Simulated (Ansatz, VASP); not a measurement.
## Two plane-wave programs on Ni

INCAR

```
SYSTEM = Ni
PREC = Accurate
ENCUT = 520
EDIFF = 1E-6
ISMEAR = -1
SIGMA = 0.05
LREAL = .False.
LASPH = .True.
NELM = 150
ALGO = Normal
ISIF = 2
LWAVE = .False.
LCHARG = .False.
ISPIN = 2
MAGMOM = 1 1
LORBIT = 11
LMAXMIX = 4
GGA = PS
NBANDS = 21
```

KPOINTS

```
regular mesh
0
Gamma
  10 10 6
  0 0 0
```

The input POSCAR:

```
Ni
1.0
    2.4480228978      0.0489604580      0.0000000000
   -1.1816104485      2.0955697896      0.0000000000
    0.0000000000      0.0000000000      4.0728075700
Ni
2
Direct
    0.6666666667      0.3333333333      0.7500000000
    0.3333333333      0.6666666667      0.2500000000
```

File input.yaml:

```yaml
crystal:
  lattice:
    - [2.4480228978, 0.048960458, 0.0]
    - [-1.1816104485, 2.0955697896, 0.0]
    - [0.0, 0.0, 4.07280757]
  atoms:
    - { symbol: Ni, position: [0.6666666667, 0.3333333333, 0.75], spin: 1.0 }
    - { symbol: Ni, position: [0.3333333333, 0.6666666667, 0.25], spin: 1.0 }
hamiltonian:
  xc: pbesol
  pseudopotentials: { kind: paw }
magnetization:
  spin_polarized: true
kpoints:
  mp_grid: { grid: [10, 10, 6] }
  band_path:
    path:
      - [[0.0, 0.0, 0.0], [0.5, 0.0, 0.0], [0.6661329064, -0.3446273242, 0.0], [0.5, -0.5, 0.0], [0.5, -0.5, 0.5], [0.3338670936, -0.6553726758, 0.5], [0.0, -0.5, 0.5], [0.0, -0.5, 0.0], [0.3338670936, -0.6553726758, 0.0]]
      - [[0.6661329064, -0.3446273242, 0.5], [0.5, 0.0, 0.5], [0.0, 0.0, 0.5]]
      - [[0.5, 0.0, 0.0], [0.5, 0.0, 0.5]]
    npoints: 14
scf:
  occupations: { method: fermi_dirac, width: 0.05 }
  n_extra_bands: 6
output:
  forces: true
  stress: true
  eigenvalues: true
  fatbands: false
  write_density: true
  write_potential: true
  elf: true
  volumetric_format: npy
```

Alike in both runs: functional PBEsol; k mesh 10 × 10 × 6; occupations fermi-dirac, width 0.05 eV; collinear spin.

```csv
,VASP,Ansatz
version,VASP 6.6.1,Ansatz 0.2.0
potentials or method,"VASP PAW PBE potentials, release 64 (Ni)",Ansatz PAW
plane-wave cutoff (eV),520,420
valence electrons in the cell,20,36
task,single point,band structure
```

VASP gave:

- gap on the k mesh at the Fermi level (eV): none
- pressure (GPa): -2.7
- traceless stress, the component that is largest in VASP (GPa): -4.84
- rms of the force components (eV/Å): 0.044
- net moment per atom (μB): 0.67
- size of the moment on the site where the two differ most (μB): 0.67

Question: Which values does Ansatz return?

Answer: gap on the k mesh at the Fermi level (eV): none; pressure (GPa): -2.6; traceless stress, the component that is largest in VASP (GPa): -4.95; rms of the force components (eV/Å): 0.044; net moment per atom (μB): 0.67; size of the moment on the site where the two differ most (μB): 0.71.

VASP's potentials were made for PBE, not for PBEsol. Site moments also hang on the region over which each program counts them. Atom by atom the forces differ by 0.001 eV/Å (rms over components). A gap of «none» marks a metal or a gap that the smearing closes. With one functional, cell and mesh, what is left measures potentials, basis and numerics. VASP's potentials hold 20 valence electrons a cell and Ansatz's 36, so a difference there can come from the potentials and not from the codes.
